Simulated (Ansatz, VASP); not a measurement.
Cr in VASP and in Ansatz

```
CELL_PARAMETERS angstrom
4.13729 0.00000 0.00000
-2.06865 3.58300 0.00000
0.00000 0.00000 2.24095
ATOMIC_POSITIONS crystal
Cr 0.00000 0.00000 0.00000
Cr 0.33333 0.66667 0.50000
Cr 0.66667 0.33333 0.50000
```

Alike in both runs: task single point; functional revPBE; k mesh 10 × 10 × 15; occupations fermi-dirac, width 0.1 eV; no spin polarisation.

|  | VASP | Ansatz |
| --- | --- | --- |
| version | VASP 6.6.1 | Ansatz 0.2.0 |
| potentials or method | VASP PAW PBE potentials, release 64 (Cr_pv), cutoff 520 eV | plane waves (420 eV) with PAW, scalar-relativistic |
| valence electrons in the cell | 36 | 42 |

|  | VASP | Ansatz | Ansatz less VASP |
| --- | --- | --- | --- |
| pressure (GPa) | 22.2 | 22.4 | +0.26 |
| traceless stress, the component that is largest in VASP (GPa) | 1.49 | 1.39 | -0.099 |

VASP's potentials were made for PBE, not for revPBE. VASP's potentials hold 36 valence electrons a cell and Ansatz's 42, so a difference there can come from the potentials and not from the codes.
